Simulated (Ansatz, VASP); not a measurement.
**AlN in VASP and in Ansatz**

INCAR

```
SYSTEM = AlN
  ALGO = Normal
  EDIFF = 1E-6
  ENCUT = 600
  GGA = PS
  GGA_COMPAT = .FALSE.
  ISIF = 2
  ISMEAR = 0
  LASPH = .TRUE.
  LCHARG = .FALSE.
  LREAL = .FALSE.
  LWAVE = .FALSE.
  NBANDS = 11
  NELM = 120
  PREC = Accurate
  SIGMA = 0.05
```

KPOINTS

```
k-points
0
G
  6 6 6
  0 0 0
```

The input POSCAR:

```
AlN
1.0
    2.6643555061      0.0000000000      0.0000000000
    0.0000000000      2.6643555061      0.0000000000
    0.0000000000      0.0000000000      2.6643555061
Al N
1 1
Direct
    0.0000000000      0.0000000000      0.0000000000
    0.5000000000      0.5000000000      0.5000000000
```

Input for Ansatz:

```yaml
crystal:
  lattice:
    - [2.6643555061, 0.0, 0.0]
    - [0.0, 2.6643555061, 0.0]
    - [0.0, 0.0, 2.6643555061]
  atoms:
    - { symbol: Al, position: [0.0, 0.0, 0.0] }
    - { symbol: "N", position: [0.5, 0.5, 0.5] }
basis:
  ecutwfc: 420
kpoints:
  mp_grid: { grid: [6, 6, 6] }
hamiltonian:
  xc: pbesol
scf:
  occupations: { method: gaussian, width: 0.05 }
output:
  forces: true
  stress: true
  eigenvalues: true
```

Alike in both runs: task single point; functional PBEsol; k mesh 6 × 6 × 6; occupations gaussian, width 0.05 eV; no spin polarisation.

|  | VASP | Ansatz |
| --- | --- | --- |
| version | VASP 6.6.1 | Ansatz 0.2.0 |
| potentials or method | VASP PAW PBE potentials, release 64 (Al, N), cutoff 600 eV | scalar-relativistic, plane waves, PAW |
| valence electrons in the cell | 8 | 8 |

```tsv
	VASP	Ansatz	Ansatz less VASP
gap on the k mesh at the Fermi level (eV)	none	none	-
pressure (GPa)	-14.4	-14.2	+0.20
```

VASP's potentials were made for PBE, not for PBEsol. A gap of «none» marks a metal or a gap that the smearing closes. With one functional, cell and mesh, what is left measures potentials, basis and numerics.

The k mesh is coarse, so the values compare programs but aren't converged.
